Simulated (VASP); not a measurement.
# Cd (Fd-3m) in VASP: a series of runs, part 2 of 2

VASP 6.6.1.

## Step 3: Single point, PBE (25.42 Å³/atom)

Contents of INCAR:

```
ALGO = Normal
EDIFF = 1E-6
ENCUT = 520
GGA = PE
ISIF = 2
ISMEAR = -1
LASPH = True
LCHARG = True
LELF = True
LREAL = False
LVHAR = True
LWAVE = False
NBANDS = 19
NELM = 60
PREC = Accurate
SIGMA = 0.08
```

Contents of KPOINTS:

```
k-points
0
Gamma
  12 12 12
```

Contents of POSCAR:

```
Cd
1.0
    0.0000000000      2.9403756080      2.9403756080
    2.9403756080      0.0000000000      2.9403756080
    2.9403756080      2.9403756080      0.0000000000
Cd
2
Direct
   -0.1250000000     -0.1250000000     -0.1250000000
    0.1250000000      0.1250000000      0.1250000000
```

Potentials or basis: VASP PAW PBE potentials, release 64 (Cd).

On the command line:

```bash
> cat potpaw_PBE.64/Cd/POTCAR > POTCAR
> mpirun -np 1 vasp_std > vasp.out
```

OUTCAR:

```text
EDIFF = 1E-6
   ENCUT = 520
   GGA = PE
   ISIF = 2
   ISMEAR = -1
   LASPH = True
   LREAL = False
   NELM = 60
   PREC = Accurate

 ion  position               nearest neighbor table
   1  0.875  0.875  0.875-   2 2.55   2 2.55   2 2.55   2 2.55
   2  0.125  0.125  0.125-   1 2.55   1 2.55   1 2.55   1 2.55

  LATTYP: Found a face centered cubic cell.
 ALAT       =     5.8807512160

  Lattice vectors:

 A1 = (   0.0000000000,   2.9403756080,   2.9403756080)
 A2 = (   2.9403756080,   0.0000000000,   2.9403756080)
 A3 = (   2.9403756080,   2.9403756080,   0.0000000000)

Analysis of symmetry for initial positions (statically):
=====================================================================
 Subroutine PRICEL returns:
 Original cell was already a primitive cell.

 Routine SETGRP: Setting up the symmetry group for a
 face centered cubic supercell.

 Subroutine GETGRP returns: Found 48 space group operations
 (whereof 12 operations were pure point group operations)
 out of a pool of 48 trial point group operations.

The static configuration has the point symmetry D_3d.
 The point group associated with its full space group is O_h .

Analysis of symmetry for dynamics (positions and initial velocities):
=====================================================================
 Subroutine PRICEL returns:
 Original cell was already a primitive cell.

 Routine SETGRP: Setting up the symmetry group for a
 face centered cubic supercell.

 Subroutine GETGRP returns: Found 48 space group operations
 (whereof 12 operations were pure point group operations)
 out of a pool of 48 trial point group operations.

The dynamic configuration has the point symmetry D_3d.
 The point group associated with its full space group is O_h .

[... 109 lines left out ...]
   NELECT =      24.0000    total number of electrons
   NUPDOWN=      -1.0000    fix difference up-down
   EMIN   =  10.00;   EMAX   =-10.00  energy-range for DOS
   EFERMI =   0.00;   METHOD = LEGACY
   ISMEAR =    -1;   SIGMA  =   0.08  broadening in eV -4-tet -1-fermi 0-gaus
   EFERMI_NEDOS =   21; number of points for ismear=-14 and -15
   IALGO  =     38    algorithm
   IMIX   =      4    mixing-type and parameters
     AMIX     =   0.40;   BMIX     =  1.00
     AMIX_MAG =   1.60;   BMIX_MAG =  1.00
  volume/ion in A,a.u.               =      25.42       171.56
  Fermi-wavevector in a.u.,A,eV,Ry     =   1.274674  2.408784 22.106659  1.624794
  Thomas-Fermi vector in A             =   2.407429
   LORBIT       =      0    0 simple, 1 ext, 2 COOP (PROOUT), +10 PAW based schemes
   GGA     = PE    functional components
   LHFCALC =     F    Hartree Fock is set to
   AEXX    =    0.0000 exact exchange contribution
   IVDW    =     0    specifies the selected vdW correction
   LEPSILON=     F    determine dielectric tensor
   LRPA    =     F    only Hartree local field effects (RPA)
 non-spin polarized calculation
  energy-cutoff  :      520.00
  volume of cell :       50.84
 maximum number of plane-waves:      1391
   NGX = 15   NGY = 15   NGZ = 15

 number of electron      24.0000012 magnetization

 Free energy of the ion-electron system (eV)
  ---------------------------------------------------
  ext. energy  EPLUGINS =         0.00000000
  ---------------------------------------------------
  free energy    TOTEN  =         0.06857997 eV

  energy without entropy =        0.09113963  energy(sigma->0) =        0.07985980

 E-fermi :   1.7890     XC(G=0):  -9.9216

 val. band max:        1.7876460571   @ k =  -0.4167   0.3333   0.1667
 cond. band min:       1.8001219542   @ k =  -0.3333   0.5000   0.1667
 fundamental gap:      0.0124758971
 Fermi energy:         1.7889807359

 k-point     1 :       0.0000    0.0000    0.0000
  band No.  band energies     occupation
      1      -8.2515      2.00000
      2      -8.2515      2.00000
      3      -8.2515      2.00000
      4      -8.1946      2.00000
      5      -8.1946      2.00000
      6      -6.8926      2.00000
[... 505 lines left out ...]
      6      -7.3830      2.00000
[... 11 lines left out ...]
     18      12.9416      0.00000
     19      14.2721      0.00000

 [... further k-points ...]

------------------------ aborting loop because EDIFF is reached ----------------------------------------

  FORCE on cell =-STRESS in cart. coord.  units (eV):
  Direction    XX          YY          ZZ          XY          YZ          ZX
  --------------------------------------------------------------------------------------
  -------------------------------------------------------------------------------------
  Total        5.8644467      5.8644467      5.8644467      0.0000000      0.0000000     -0.0000000
  in kB      184.7988195    184.7988195    184.7988195      0.0000000      0.0000000     -0.0000000
  external PRESSURE =     184.7988195 kB  Pullay stress =       0.0000000 kB

 VOLUME and BASIS-vectors are now :
 -----------------------------------------------------------------------------
  energy-cutoff  :      520.00
  volume of cell :       50.84
      direct lattice vectors                 reciprocal lattice vectors
     0.000000000  2.940375608  2.940375608    -0.170046302  0.170046302  0.170046302
     2.940375608  0.000000000  2.940375608     0.170046302 -0.170046302  0.170046302
     2.940375608  2.940375608  0.000000000     0.170046302  0.170046302 -0.170046302

 POSITION                                       TOTAL-FORCE (eV/Angst)
 -----------------------------------------------------------------------------------
      5.14566      5.14566      5.14566        -0.000000     -0.000000      0.000000
      0.73509      0.73509      0.73509         0.000000      0.000000     -0.000000
 -----------------------------------------------------------------------------------
    total drift:                                0.000000      0.000000     -0.000000

  FREE ENERGIE OF THE ION-ELECTRON SYSTEM (eV)
  ---------------------------------------------------
  free  energy   TOTEN  =         0.0685799747 eV

  energy  without entropy=        0.0911396263  energy(sigma->0) =        0.07985980
```

It took 59 s on 1 thread of Intel Xeon Platinum 8259CL at 2.50GHz (Skylake/Cascade Lake), shared host; peak memory 0.2 GiB.

Results:

```yaml
Free_energy: 0.0686 eV
Pressure: 18.5 GPa
Band_gap_on_the_k_mesh: zero (bands 12 and 13 overlap by 7.17 eV)
```

Levels at points of the mesh, in eV from the Fermi level:
| k point | band 9 | band 10 | band 11 | band 12 | band 13 | band 14 | band 15 | band 16 |
| --- | --- | --- | --- | --- | --- | --- | --- | --- |
| (0.00, 0.00, 0.00) | -8.25 | -8.25 | -8.06 | 6.25 | 6.25 | 6.25 | 7.18 | 7.18 |
| (0.50, 0.00, 0.00) | -8.24 | -8.24 | -4.59 | -3.40 | 3.79 | 3.79 | 7.03 | 7.83 |
| (0.50, 0.50, 0.00) | -8.14 | -8.14 | -3.06 | -3.06 | 1.03 | 1.03 | 4.79 | 4.79 |

Caveat: the cell stands under pressure.

## Step 4: Single point, PBE (28.41 Å³/atom)

This run uses another cell than the first one, of 28.41 Å³/atom.

Contents of INCAR:

```
SYSTEM = Cd
PREC = Accurate
ENCUT = 520
EDIFF = 1E-6
ISMEAR = -1
SIGMA = 0.08
LREAL = .False.
LASPH = .True.
NELM = 80
ALGO = Normal
ISIF = 2
LWAVE = .False.
LCHARG = .False.
GGA = PE
NBANDS = 19
```

Contents of KPOINTS:

```
regular mesh
0
Gamma
  12 12 12
  0 0 0
```

Contents of POSCAR:

```
Cd
1.0
    0.0000000000      3.0514367422      3.0514367422
    3.0514367422      0.0000000000      3.0514367422
    3.0514367422      3.0514367422      0.0000000000
Cd
2
Direct
   -0.1250000000     -0.1250000000     -0.1250000000
    0.1250000000      0.1250000000      0.1250000000
```

Potentials or basis: VASP PAW PBE potentials, release 64 (Cd).

On the command line:

```bash
> cat potpaw_PBE.64/Cd/POTCAR > POTCAR
> mpirun -np 1 vasp_std > vasp.out
```

OUTCAR:

```text
SYSTEM = Cd
   PREC = Accurate
   ENCUT = 520
   EDIFF = 1E-6
   ISMEAR = -1
   LREAL = .False.
   LASPH = .True.
   NELM = 80
   ISIF = 2
   GGA = PE

 ion  position               nearest neighbor table
   1  0.875  0.875  0.875-   2 2.64   2 2.64   2 2.64   2 2.64
   2  0.125  0.125  0.125-   1 2.64   1 2.64   1 2.64   1 2.64

  LATTYP: Found a face centered cubic cell.
 ALAT       =     6.1028734844

  Lattice vectors:

 A1 = (   0.0000000000,   3.0514367422,   3.0514367422)
 A2 = (   3.0514367422,   0.0000000000,   3.0514367422)
 A3 = (   3.0514367422,   3.0514367422,   0.0000000000)

Analysis of symmetry for initial positions (statically):
=====================================================================
 Subroutine PRICEL returns:
 Original cell was already a primitive cell.

 Routine SETGRP: Setting up the symmetry group for a
 face centered cubic supercell.

 Subroutine GETGRP returns: Found 48 space group operations
 (whereof 12 operations were pure point group operations)
 out of a pool of 48 trial point group operations.

The static configuration has the point symmetry D_3d.
 The point group associated with its full space group is O_h .

Analysis of symmetry for dynamics (positions and initial velocities):
=====================================================================
 Subroutine PRICEL returns:
 Original cell was already a primitive cell.

 Routine SETGRP: Setting up the symmetry group for a
 face centered cubic supercell.

 Subroutine GETGRP returns: Found 48 space group operations
 (whereof 12 operations were pure point group operations)
 out of a pool of 48 trial point group operations.

The dynamic configuration has the point symmetry D_3d.
 The point group associated with its full space group is O_h .

 Subroutine INISYM returns: Found 48 space group operations
[... 110 lines left out ...]
   EMIN   =  10.00;   EMAX   =-10.00  energy-range for DOS
   EFERMI =   0.00;   METHOD = LEGACY
   ISMEAR =    -1;   SIGMA  =   0.08  broadening in eV -4-tet -1-fermi 0-gaus
   EFERMI_NEDOS =   21; number of points for ismear=-14 and -15
   IALGO  =     38    algorithm
   IMIX   =      4    mixing-type and parameters
     AMIX     =   0.40;   BMIX     =  1.00
     AMIX_MAG =   1.60;   BMIX_MAG =  1.00
  volume/ion in A,a.u.               =      28.41       191.74
  Fermi-wavevector in a.u.,A,eV,Ry     =   1.228280  2.321113 20.526741  1.508673
  Thomas-Fermi vector in A             =   2.363212
   LORBIT       =      0    0 simple, 1 ext, 2 COOP (PROOUT), +10 PAW based schemes
   GGA     = PE    functional components
   LHFCALC =     F    Hartree Fock is set to
   AEXX    =    0.0000 exact exchange contribution
   IVDW    =     0    specifies the selected vdW correction
   LEPSILON=     F    determine dielectric tensor
   LRPA    =     F    only Hartree local field effects (RPA)
 non-spin polarized calculation
  energy-cutoff  :      520.00
  volume of cell :       56.83
 maximum number of plane-waves:      1550
   NGX = 17   NGY = 17   NGZ = 17

 number of electron      24.0000008 magnetization

 Free energy of the ion-electron system (eV)
  ---------------------------------------------------
  ext. energy  EPLUGINS =         0.00000000
  ---------------------------------------------------
  free energy    TOTEN  =        -0.44201191 eV

  energy without entropy =       -0.41862498  energy(sigma->0) =       -0.43031844

 E-fermi :   1.1935     XC(G=0):  -9.3731

 val. band max:        1.1779390953   @ k =  -0.4167   0.4167   0.0833
 cond. band min:       1.2008967733   @ k =  -0.4167   0.3333   0.1667
 fundamental gap:      0.0229576781
 Fermi energy:         1.1935174874

 k-point     1 :       0.0000    0.0000    0.0000
  band No.  band energies     occupation
      1      -8.4882      2.00000
      2      -8.4882      2.00000
      3      -8.4882      2.00000
      4      -8.4268      2.00000
      5      -8.4268      2.00000
      6      -7.3628      2.00000
[... 505 lines left out ...]
      6      -7.7429      2.00000
[... 11 lines left out ...]
     18      11.6142      0.00000
     19      12.8592      0.00000

 [... further k-points ...]

------------------------ aborting loop because EDIFF is reached ----------------------------------------

  FORCE on cell =-STRESS in cart. coord.  units (eV):
  Direction    XX          YY          ZZ          XY          YZ          ZX
  --------------------------------------------------------------------------------------
  -------------------------------------------------------------------------------------
  Total        3.4389718      3.4389718      3.4389718      0.0000000      0.0000000      0.0000000
  in kB       96.9607780     96.9607780     96.9607780      0.0000000      0.0000000      0.0000000
  external PRESSURE =      96.9607780 kB  Pullay stress =       0.0000000 kB

 VOLUME and BASIS-vectors are now :
 -----------------------------------------------------------------------------
  energy-cutoff  :      520.00
  volume of cell :       56.83
      direct lattice vectors                 reciprocal lattice vectors
     0.000000000  3.051436742  3.051436742    -0.163857239  0.163857239  0.163857239
     3.051436742  0.000000000  3.051436742     0.163857239 -0.163857239  0.163857239
     3.051436742  3.051436742  0.000000000     0.163857239  0.163857239 -0.163857239

 POSITION                                       TOTAL-FORCE (eV/Angst)
 -----------------------------------------------------------------------------------
      5.34001      5.34001      5.34001        -0.000000     -0.000000      0.000000
      0.76286      0.76286      0.76286         0.000000      0.000000     -0.000000
 -----------------------------------------------------------------------------------
    total drift:                                0.000000      0.000000     -0.000000

  FREE ENERGIE OF THE ION-ELECTRON SYSTEM (eV)
  ---------------------------------------------------
  free  energy   TOTEN  =        -0.4420119088 eV

  energy  without entropy=       -0.4186249775  energy(sigma->0) =       -0.43031844
```

stdout:

```text
POSCAR found type information on POSCAR Cd
 POSCAR found :  1 types and       2 ions
 scaLAPACK will be used
 LDA part: xc-table for (Slater+PW92), standard interpolation
 POSCAR, INCAR and KPOINTS ok, starting setup
 FFT: planning ... GRIDC
 FFT: planning ... GRID_SOFT
 FFT: planning ... GRID
 WAVECAR not read
 entering main loop
```

Wall time 49 s (1 thread of Intel Xeon Platinum 8259CL at 2.50GHz (Skylake/Cascade Lake), shared host); peak memory 0.21 GiB.

What came out:

| Item | Value |
| --- | --- |
| Free energy | -0.4420 eV |
| Pressure | 9.7 GPa |
| Band gap on the k mesh | zero (bands 12 and 13 overlap by 6.33 eV) |

Caveat: the cell stands under pressure.

## Step 5: Single point, PBE (28.41 Å³/atom)

This run uses another cell than the first one, of 28.41 Å³/atom.

Contents of INCAR:

```
PREC     = Accurate       # precision mode
ENCUT    = 520            # plane-wave cutoff, eV
EDIFF    = 1E-7           # SCF threshold, eV
ISMEAR   = -1             # smearing method
SIGMA    = 0.08           # smearing width, eV
LREAL    = F              # projectors in reciprocal space
LASPH    = T              # aspherical terms in the spheres
NELM     = 100            # most SCF steps
ALGO     = Normal         # electronic algorithm
ISIF     = 2              # what is computed and relaxed
LWAVE    = F              # write WAVECAR
LCHARG   = F              # write CHGCAR
GGA      = PE             # functional
NBANDS   = 19             # bands
```

Contents of KPOINTS:

```
regular mesh
0
Gamma
  12 12 12
```

POSCAR is that of step 4.

Potentials or basis: VASP PAW PBE potentials, release 64 (Cd).

On the command line:

```bash
> cat potpaw_PBE.64/Cd/POTCAR > POTCAR
> mpirun -np 1 vasp_std > vasp.out
```

OUTCAR:

```text
PREC = Accurate
   ENCUT = 520
   EDIFF = 1E-7
   ISMEAR = -1
   LREAL = F
   LASPH = T
   NELM = 100
   ISIF = 2
   GGA = PE

 ion  position               nearest neighbor table
   1  0.875  0.875  0.875-   2 2.64   2 2.64   2 2.64   2 2.64
   2  0.125  0.125  0.125-   1 2.64   1 2.64   1 2.64   1 2.64

  LATTYP: Found a face centered cubic cell.
 ALAT       =     6.1028734844

  Lattice vectors:

[... 712 lines left out ...]
     19      12.8590      0.00000

 [... further k-points ...]

------------------------ aborting loop because EDIFF is reached ----------------------------------------

  FORCE on cell =-STRESS in cart. coord.  units (eV):
  Direction    XX          YY          ZZ          XY          YZ          ZX
  --------------------------------------------------------------------------------------
  -------------------------------------------------------------------------------------
  Total        3.4385591      3.4385591      3.4385591      0.0000000      0.0000000      0.0000000
  in kB       96.9491422     96.9491422     96.9491422      0.0000000      0.0000000      0.0000000
  external PRESSURE =      96.9491422 kB  Pullay stress =       0.0000000 kB

 VOLUME and BASIS-vectors are now :
 -----------------------------------------------------------------------------
  energy-cutoff  :      520.00
  volume of cell :       56.83
      direct lattice vectors                 reciprocal lattice vectors
     0.000000000  3.051436742  3.051436742    -0.163857239  0.163857239  0.163857239
     3.051436742  0.000000000  3.051436742     0.163857239 -0.163857239  0.163857239
     3.051436742  3.051436742  0.000000000     0.163857239  0.163857239 -0.163857239

 POSITION                                       TOTAL-FORCE (eV/Angst)
 -----------------------------------------------------------------------------------
      5.34001      5.34001      5.34001         0.000000     -0.000000     -0.000000
      0.76286      0.76286      0.76286        -0.000000      0.000000      0.000000
 -----------------------------------------------------------------------------------
    total drift:                                0.000000      0.000000     -0.000000

  FREE ENERGIE OF THE ION-ELECTRON SYSTEM (eV)
  ---------------------------------------------------
  free  energy   TOTEN  =        -0.4420118326 eV

  energy  without entropy=       -0.4186249576  energy(sigma->0) =       -0.43031840
```

It took 53 s on 1 thread of Intel Xeon Platinum 8259CL at 2.50GHz (Skylake/Cascade Lake), shared host; peak memory 0.21 GiB.

Results:

```yaml
Free_energy: -0.4420 eV
Pressure: 9.7 GPa
Band_gap_on_the_k_mesh: zero (bands 12 and 13 overlap by 6.33 eV)
```

Levels at points of the mesh, in eV from the Fermi level:
```csv
k point,band 9,band 10,band 11,band 12,band 13,band 14,band 15,band 16
"(0.00, 0.00, 0.00)",-8.23,-8.23,-7.47,5.59,5.59,5.59,6.64,6.64
"(0.50, 0.00, 0.00)",-8.22,-8.22,-4.50,-3.05,3.44,3.44,6.09,7.38
"(0.50, 0.50, 0.00)",-8.13,-8.13,-3.00,-3.00,1.02,1.02,4.43,4.43
```

Caveat: the cell stands under pressure.

The gap in the log of VASP goes by the Fermi energy; the results here count the filled bands.